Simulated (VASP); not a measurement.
# SnTe (Fm-3m) in VASP: further runs, part 3 of 3

VASP 6.6.1.

## 6. Electric field gradients, PBEsol (32.71 Å³/atom)

This run uses another cell than the first one, of 32.71 Å³/atom.

File INCAR:

```
SYSTEM = SnTe
  PREC = Accurate
  ENCUT = 520
  EDIFF = 1E-8
  ISMEAR = -1
  SIGMA = 0.08
  LREAL = .FALSE.
  LASPH = .TRUE.
  NELM = 60
  ALGO = Normal
  ISIF = 2
  LWAVE = .FALSE.
  LCHARG = .FALSE.
  GGA = PS
  LEFG = .TRUE.
  NBANDS = 17
```

File KPOINTS:

```
regular mesh
0
G
  11 11 11
  0 0 0
```

File POSCAR:

```
SnTe
1.0
    0.0000000000      3.1980376582      3.1980376582
    3.1980376582      0.0000000000      3.1980376582
    3.1980376582      3.1980376582      0.0000000000
Sn Te
1 1
Direct
    0.0000000000      0.0000000000      0.0000000000
    0.5000000000      0.5000000000      0.5000000000
```

Potentials or basis: VASP PAW PBE potentials, release 64 (Sn_d, Te).

On the command line:

```sh
cat potpaw_PBE.64/Sn_d/POTCAR potpaw_PBE.64/Te/POTCAR > POTCAR
mpirun -np 1 vasp_std > vasp.out
```

OUTCAR:

```text
SYSTEM = SnTe
   PREC = Accurate
   ENCUT = 520
   EDIFF = 1E-8
   ISMEAR = -1
   LREAL = .FALSE.
   LASPH = .TRUE.
   NELM = 60
   ISIF = 2
   GGA = PS

 ion  position               nearest neighbor table
   1  0.000  0.000  0.000-   2 3.20   2 3.20   2 3.20   2 3.20   2 3.20   2 3.20
   2  0.500  0.500  0.500-   1 3.20   1 3.20   1 3.20   1 3.20   1 3.20   1 3.20

  LATTYP: Found a face centered cubic cell.
 ALAT       =     6.3960753164

  Lattice vectors:

 A1 = (   0.0000000000,   3.1980376582,   3.1980376582)
 A2 = (   3.1980376582,   0.0000000000,   3.1980376582)
 A3 = (   3.1980376582,   3.1980376582,   0.0000000000)

Analysis of symmetry for initial positions (statically):
=====================================================================
 Subroutine PRICEL returns:
 Original cell was already a primitive cell.

 Routine SETGRP: Setting up the symmetry group for a
 face centered cubic supercell.

 Subroutine GETGRP returns: Found 48 space group operations
 (whereof 48 operations were pure point group operations)
 out of a pool of 48 trial point group operations.

The static configuration has the point symmetry O_h .

Analysis of symmetry for dynamics (positions and initial velocities):
=====================================================================
 Subroutine PRICEL returns:
 Original cell was already a primitive cell.

 Routine SETGRP: Setting up the symmetry group for a
 face centered cubic supercell.

 Subroutine GETGRP returns: Found 48 space group operations
 (whereof 48 operations were pure point group operations)
 out of a pool of 48 trial point group operations.

The dynamic configuration has the point symmetry O_h .

 Subroutine INISYM returns: Found 48 space group operations
 (whereof 48 operations are pure point group operations),
 and found     1 'primitive' translations

----------------------------------------------------------------------------------------

                                     Primitive cell

  volume of cell :      65.4155

  direct lattice vectors                    reciprocal lattice vectors
     0.000000000  3.198037658  3.198037658    -0.156345876  0.156345876  0.156345876
     3.198037658  0.000000000  3.198037658     0.156345876 -0.156345876  0.156345876
     3.198037658  3.198037658  0.000000000     0.156345876  0.156345876 -0.156345876

  length of vectors
     4.522708229  4.522708229  4.522708229     0.270799001  0.270799001  0.270799001

  position of ions in fractional coordinates (direct lattice)
     0.000000000  0.000000000  0.000000000
     0.500000000  0.500000000  0.500000000

  ion indices of the primitive-cell ions
   primitive index   ion index
                 1           1
                 2           2

----------------------------------------------------------------------------------------

 KPOINTS: regular mesh

Automatic generation of k-mesh.
[... 71 lines left out ...]
   NFREE  =      0    steps in history (QN), initial steepest desc. (CG)
   ISIF   =      2    stress and relaxation
   ISYM   =      2    0-nonsym 1-usesym 2-fastsym
   POTIM  = 0.5000    time-step for ionic-motion
   TEBEG  =    0.0;   TEEND  =   0.0 temperature during run
   PSTRESS=    0.0 pullay stress
   NELECT =      20.0000    total number of electrons
   NUPDOWN=      -1.0000    fix difference up-down
   EMIN   =  10.00;   EMAX   =-10.00  energy-range for DOS
   EFERMI =   0.00;   METHOD = LEGACY
   ISMEAR =    -1;   SIGMA  =   0.08  broadening in eV -4-tet -1-fermi 0-gaus
   EFERMI_NEDOS =   21; number of points for ismear=-14 and -15
   IALGO  =     38    algorithm
   IMIX   =      4    mixing-type and parameters
     AMIX     =   0.40;   BMIX     =  1.00
     AMIX_MAG =   1.60;   BMIX_MAG =  1.00
  volume/ion in A,a.u.               =      32.71       220.72
  Fermi-wavevector in a.u.,A,eV,Ry     =   1.102871  2.084123 16.549089  1.216324
  Thomas-Fermi vector in A             =   2.239320
   LORBIT       =      0    0 simple, 1 ext, 2 COOP (PROOUT), +10 PAW based schemes
   GGA     = PS    functional components
   LHFCALC =     F    Hartree Fock is set to
   AEXX    =    0.0000 exact exchange contribution
   IVDW    =     0    specifies the selected vdW correction
   LEPSILON=     F    determine dielectric tensor
   LRPA    =     F    only Hartree local field effects (RPA)
 non-spin polarized calculation
  energy-cutoff  :      520.00
  volume of cell :       65.42
 maximum number of plane-waves:      1807
 NGX is ok and might be reduce to    36
   NGX = 17   NGY = 17   NGZ = 17

 number of electron      20.0000004 magnetization

 Free energy of the ion-electron system (eV)
  ---------------------------------------------------
  ext. energy  EPLUGINS =         0.00000000
  ---------------------------------------------------
  free energy    TOTEN  =        -8.31799010 eV

  energy without entropy =       -8.31659221  energy(sigma->0) =       -8.31729116

 E-fermi :   6.2303     XC(G=0):  -9.4562

 val. band max:        6.0476277033   @ k =   0.4545   0.0000   0.0000
 cond. band min:       6.4612024380   @ k =   0.4545   0.0000   0.0000
 fundamental gap:      0.4135747347
 Fermi energy:         6.2303183000

 k-point     1 :       0.0000    0.0000    0.0000
  band No.  band energies     occupation
      1     -15.5090      2.00000
      2     -15.5090      2.00000
      3     -15.5046      2.00000
      4     -15.5046      2.00000
      5     -15.5046      2.00000
      6      -6.2389      2.00000
[... 457 lines left out ...]
      4     -15.5018      2.00000
      5     -15.5004      2.00000
      6      -5.5981      2.00000
[... 9 lines left out ...]
     16      14.0025      0.00000
     17      14.1668      0.00000

 [... further k-points ...]

------------------------ aborting loop because EDIFF is reached ----------------------------------------

  FORCE on cell =-STRESS in cart. coord.  units (eV):
  Direction    XX          YY          ZZ          XY          YZ          ZX
  --------------------------------------------------------------------------------------
  -------------------------------------------------------------------------------------
  Total       -0.8732793     -0.8732793     -0.8732793      0.0000000      0.0000000     -0.0000000
  in kB      -21.3886321    -21.3886321    -21.3886321      0.0000000      0.0000000     -0.0000000
  external PRESSURE =     -21.3886321 kB  Pullay stress =       0.0000000 kB

 VOLUME and BASIS-vectors are now :
 -----------------------------------------------------------------------------
  energy-cutoff  :      520.00
  volume of cell :       65.42
      direct lattice vectors                 reciprocal lattice vectors
     0.000000000  3.198037658  3.198037658    -0.156345876  0.156345876  0.156345876
     3.198037658  0.000000000  3.198037658     0.156345876 -0.156345876  0.156345876
     3.198037658  3.198037658  0.000000000     0.156345876  0.156345876 -0.156345876

 POSITION                                       TOTAL-FORCE (eV/Angst)
 -----------------------------------------------------------------------------------
      0.00000      0.00000      0.00000         0.000000      0.000000      0.000000
      3.19804      3.19804      3.19804         0.000000     -0.000000     -0.000000
 -----------------------------------------------------------------------------------
    total drift:                               -0.000000      0.000000      0.000000

  FREE ENERGIE OF THE ION-ELECTRON SYSTEM (eV)
  ---------------------------------------------------
  free  energy   TOTEN  =        -8.3179901002 eV

  energy  without entropy=       -8.3165922099  energy(sigma->0) =       -8.31729116

 Electric field gradients (V/A^2)
---------------------------------------------------------------------
 ion       V_xx      V_yy      V_zz      V_xy      V_xz      V_yz
---------------------------------------------------------------------
   1       0.000    -0.000    -0.000    -0.001    -0.001    -0.001
   2      -0.000    -0.000     0.000    -0.000    -0.000    -0.000
---------------------------------------------------------------------

 Electric field gradients after diagonalization (V/A^2)
 (convention: |V_zz| > |V_xx| > |V_yy|)
----------------------------------------------------------------------
 ion       V_xx      V_yy      V_zz     asymmetry (V_yy - V_xx)/ V_zz
----------------------------------------------------------------------
   1       0.001     0.001    -0.003       0.000
   2       0.000     0.000    -0.000       0.000
----------------------------------------------------------------------

           NMR quadrupolar parameters

 Cq : quadrupolar parameter    Cq=e*Q*V_zz/h
 eta: asymmetry parameters     (V_yy - V_xx)/ V_zz
 Q  : nuclear electric quadrupole moment in mb (millibarn)
----------------------------------------------------------------------
 ion       Cq(MHz)       eta       Q (mb)
----------------------------------------------------------------------
   1      -0.000       0.000       1.000
   2      -0.000       0.000       1.000
----------------------------------------------------------------------
```

Run time: 2.2 min. Hardware: 1 thread of Intel Xeon 8259CL, shared host; peak memory 0.24 GiB.

What came out:

| Item | Value |
| --- | --- |
| Free energy | -8.3180 eV |
| Pressure | -2.1 GPa |
| Largest electric field gradient by atom | under 0.05 V/Å² on every atom |

Caveat: this odd mesh misses L, so gap, dielectric constants and Born charges aren't listed; the PAW data sets were made with another functional, which shifts forces and pressure a little; spin-orbit coupling is left out, which moves the levels of the heavy elements.

## 7. Summary

| cell | pressure (GPa) |
| --- | --- |
| a = 4.464 Å, angles 60.0°, 2 atoms | -0.5 |
| a = 4.479 Å, angles 60.0°, 2 atoms | -1.0 |
| a = 4.494 Å, angles 60.0°, 2 atoms | -1.4 |
| a = 4.523 Å, angles 60.0°, 2 atoms | -2.1 |

Alike in all rows: task electric field gradients; level PBEsol; potentials or basis VASP PAW PBE potentials, release 64 (Sn_d, Te); no spin polarisation; k mesh 11 × 11 × 11; cutoff (eV) 520; smearing fermi-dirac 0.08 eV.

Caveats: the PAW data sets were made with another functional, which shifts forces and pressure a little; spin-orbit coupling is left out, which moves the levels of the heavy elements.

Total energies depend on the potentials used, so only differences within one code and one set of settings carry meaning.
